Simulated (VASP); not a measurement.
Write the native input for VASP 6.6.1 that does the following.

| Property | Result |
| --- | --- |
| Task | single point |
| Functional | PBEsol |
| Potentials or basis | VASP PAW PBE potentials, release 64 (Cu) |
| Cutoff | 600 eV |
| k mesh | 13 × 13 × 13 |
| Occupations | tetrahedron |
| Spin | no spin polarisation |
| Dipole correction | no |
| Further INCAR settings | ALGO = Normal; EDIFF = 1e-06; NBANDS = 12 |

The structure of Cu lies in POSCAR:

```
Cu
1.0
    0.0000000000      1.8075000000      1.8075000000
    1.8075000000      0.0000000000      1.8075000000
    1.8075000000      1.8075000000      0.0000000000
Cu
1
Direct
    0.0000000000      0.0000000000      0.0000000000
```

The input as run:

INCAR

```
SYSTEM = Cu
  PREC = Accurate
  ENCUT = 600
  EDIFF = 1E-6
  ISMEAR = -5
  SIGMA = 0.1
  LREAL = .FALSE.
  LASPH = .TRUE.
  NELM = 120
  ALGO = Normal
  ISIF = 2
  LWAVE = .FALSE.
  LCHARG = .FALSE.
  GGA = PS
  NBANDS = 12
  GGA_COMPAT = .FALSE.
```

KPOINTS

```
Automatic mesh
0
G
  13 13 13
  0 0 0
```

Potentials or basis: VASP PAW PBE potentials, release 64 (Cu).

The run is started by

```bash
$ cat potpaw_PBE.64/Cu/POTCAR > POTCAR
$ mpirun -np 1 vasp_std > vasp.out
```

It gave:

The pressure is -5.8 GPa and the band gap on the k mesh is zero (an odd number of electrons rules out a gap without spin polarisation).

Caveat: the cell stands under tension; the PAW data sets were made with another functional, which shifts forces and pressure a little; tetrahedron occupations give inexact forces and stress in metals.

It took 18 s on 1 thread of Intel Xeon 8259CL, with other jobs on the host, peak memory 0.13 GiB.
